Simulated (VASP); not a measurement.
Crystal: Al3H.

```
Al H
1.0
     4.50890    0.00000    0.00000
    -2.25445    3.90482    0.00000
     0.00000    0.00000    3.48928
Al H
3 1
Direct
  0.33333 0.66667 0.00000
  0.66667 0.33333 0.00000
  0.00000 0.00000 0.50000
  0.00000 0.00000 0.00000
```

The cell was generated, and may not be a known phase.

| Property | Result |
| --- | --- |
| Program | VASP 6.6.1 |
| Task | relaxation of cell and atoms |
| Functional | PBE |
| Potentials or basis | VASP PAW PBE potentials, release 64 (Al, H) |
| Cutoff | 600 eV |
| k mesh | 12 × 12 × 14 |
| Occupations | gaussian, width 0.1 eV |
| Spin | no spin polarisation |

At the start: pressure 0.0 GPa; volume 15.36 Å³/atom.

Question: Where does the relaxation end?

Answer: Over 6 steps the energy falls by 7.5 meV/atom and the volume is 15.29 Å³/atom (-0.4 %); space group P6/mmm (No. 191, to 0.1 Å) before and after.

The path:
```csv
step,energy change (eV),largest force (eV/Å),pressure (GPa),volume (Å³)
1,0.0000,0.0000,0.03,61.43
2,-0.0241,0.0000,-0.20,61.44
3,-0.0298,0.0000,-0.27,61.43
4,-0.0299,0.0000,-0.27,61.44
5,-0.0298,0.0000,-0.27,61.44
6,-0.0301,0.0000,-0.01,61.17
```

Final structure:
```cif
data_structure
_symmetry_space_group_name_H-M 'P 1'
_symmetry_Int_Tables_number 1
_cell_length_a 4.5671
_cell_length_b 4.5671
_cell_length_c 3.3866
_cell_angle_alpha 90.000
_cell_angle_beta 90.000
_cell_angle_gamma 120.000
_cell_volume 61.17
loop_
_atom_site_label
_atom_site_type_symbol
_atom_site_fract_x
_atom_site_fract_y
_atom_site_fract_z
_atom_site_occupancy
Al1 Al 0.33333 0.66667 0.00000 1
Al2 Al 0.66667 0.33333 0.00000 1
Al3 Al 0.00000 0.00000 0.50000 1
H1 H 0.00000 0.00000 0.00000 1
```
